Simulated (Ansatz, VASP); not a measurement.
Cr in VASP and in Ansatz

File INCAR:

```
SYSTEM = Cr
PREC = Accurate
ENCUT = 520
EDIFF = 1E-7
ISMEAR = -1
SIGMA = 0.1
LREAL = .FALSE.
LASPH = .TRUE.
NELM = 150
ALGO = Normal
ISIF = 2
LWAVE = .FALSE.
LCHARG = .FALSE.
ISPIN = 2
MAGMOM = 0.191 -0.191
LORBIT = 11
LMAXMIX = 4
GGA = PE
NBANDS = 23
```

KPOINTS

```
regular mesh
0
G
  6 6 6
  0 0 0
```

POSCAR

```
Cr
1.0
    0.0000000000      2.3404737414      2.3404737414
    2.3404737414      0.0000000000      2.3404737414
    2.3404737414      2.3404737414      0.0000000000
Cr
2
Direct
    0.0000000000      0.0000000000      0.0000000000
    0.5000000000      0.5000000000      0.5000000000
```

Input for Ansatz:

```yaml
crystal:
  lattice:
    - [0.0, 2.3404737414, 2.3404737414]
    - [2.3404737414, 0.0, 2.3404737414]
    - [2.3404737414, 2.3404737414, 0.0]
  atoms:
    - { symbol: Cr, position: [0.0, 0.0, 0.0], spin: 0.191 }
    - { symbol: Cr, position: [0.5, 0.5, 0.5], spin: -0.191 }
hamiltonian:
  xc: pbe
  pseudopotentials:
    kind: paw
    azcp:
      Cr: "pseudopotentials/Cr.paw.azcp"
basis:
  ecutwfc: 420
  fft_grid_basis: typed
kpoints:
  mp_grid: { grid: [6, 6, 6], shift: [0, 0, 0] }
magnetization:
  spin_polarized: true
scf:
  occupations: { method: fermi_dirac, width: 0.1 }
```

Alike in both runs: task single point; functional PBE; k mesh 6 × 6 × 6; occupations fermi-dirac, width 0.1 eV; collinear spin.

|  | VASP | Ansatz |
| --- | --- | --- |
| version | VASP 6.6.1 | Ansatz 0.2.0 |
| potentials or method | VASP PAW PBE potentials, release 64 (Cr_pv), cutoff 520 eV | plane waves (420 eV) with PAW, scalar-relativistic |
| valence electrons in the cell | 24 | 28 |

|  | VASP | Ansatz | Ansatz less VASP |
| --- | --- | --- | --- |
| net moment per atom (μB) | 0.00 | 0.00 | 0.000 |

The functional is the same, so the differences come from potentials, cutoffs and numerics. VASP's potentials hold 24 valence electrons a cell and Ansatz's 28, so a difference there can come from the potentials and not from the codes. Ansatz's warnings: seeded moment not kept.

The k mesh is coarse, so the values compare programs but aren't converged.
